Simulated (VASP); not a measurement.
## Sr: single point with RPBE

Sr:

```xyz
4
Lattice="4.4684 0.0000 0.0000 -2.2342 3.8698 0.0000 0.0000 0.0000 14.6281" Properties=species:S:1:pos:R:3 pbc="T T T"
Sr    2.2342    3.8698    0.0000
Sr    2.2342    3.8698    7.3140
Sr    0.0000    2.5799    3.6570
Sr    2.2342    1.2899   10.9711
```

This isn't the form of Sr at room conditions, which is fcc.

```yaml
Program: VASP 6.6.1
Task: single point
Functional: RPBE
Potentials_or_basis: VASP PAW PBE potentials, release 64 (Sr_sv)
Cutoff: 520 eV
k_mesh: 10 × 10 × 3
Occupations: fermi-dirac, width 0.1 eV
Spin: no spin polarisation
Dipole_correction: no
Further_INCAR_settings: ALGO = Normal; EDIFF = 1e-07; NBANDS = 28
```

- Pressure: -0.7 GPa
- Band gap on the k mesh: zero (bands 20 and 21 overlap by 0.22 eV)

Levels at points of the mesh, in eV from the Fermi level:
| k point | band 16 | band 17 | band 18 | band 19 | band 20 | band 21 | band 22 | band 23 | band 24 | band 25 |
| --- | --- | --- | --- | --- | --- | --- | --- | --- | --- | --- |
| (0.00, 0.00, 0.00) | -18.83 | -3.38 | -2.55 | -2.55 | -1.00 | -0.08 | 1.24 | 1.26 | 2.15 | 2.15 |
| (0.50, 0.00, 0.00) | -18.85 | -1.02 | -0.73 | -0.68 | -0.50 | 0.04 | 0.11 | 0.40 | 0.40 | 1.04 |

Wall time 6.9 min on 1 thread of Oxide Virtual Turin-like Processor, with other jobs on the host, peak memory 0.39 GiB.

Caveat: the PAW data sets were made with another functional, which shifts forces and pressure a little.
